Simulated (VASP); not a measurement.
Write the native input for VASP 6.6.1 that does the following.

```
Task                   : single point
Functional             : LDA
Potentials or basis    : VASP PAW LDA potentials, release 64 (B, N)
Cutoff                 : 520 eV
k mesh                 : 10 × 10 × 10
Occupations            : gaussian, width 0.01 eV
Spin                   : no spin polarisation
Dipole correction      : no
Further INCAR settings : ALGO = Normal; EDIFF = 1e-06; NBANDS = 11
```

The structure of BN (Qingsongite) lies in POSCAR:

```
BN
1.0
    0.0000000000      1.7903545940      1.7903545940
    1.7903545940      0.0000000000      1.7903545940
    1.7903545940      1.7903545940      0.0000000000
B N
1 1
Direct
    0.0000000000      0.0000000000      0.0000000000
    0.2500000000      0.2500000000      0.2500000000
```

One way to write it, as run:

INCAR

```
  PREC = Accurate
  ENCUT = 520
  EDIFF = 1E-6
  ISMEAR = 0
  SIGMA = 0.01
  LREAL = F
  LASPH = T
  NELM = 60
  ALGO = Normal
  ISIF = 2
  LWAVE = F
  LCHARG = F
  NBANDS = 11
```

KPOINTS

```
Automatic mesh
0
Gamma
  10 10 10
```

Potentials or basis: VASP PAW LDA potentials, release 64 (B, N).

The run is started by

```console
$ cat potpaw_LDA.64/B/POTCAR potpaw_LDA.64/N/POTCAR > POTCAR
$ mpirun -np 1 vasp_std > vasp.out
```

Results of the run:

```
Pressure               : 1.0 GPa
Band gap on the k mesh : 4.38 eV, indirect (least direct gap 8.82 eV)
```

Run time: 3.7 s on 1 thread of Intel Xeon 6975P-C, on a shared host, peak memory 0.11 GiB.
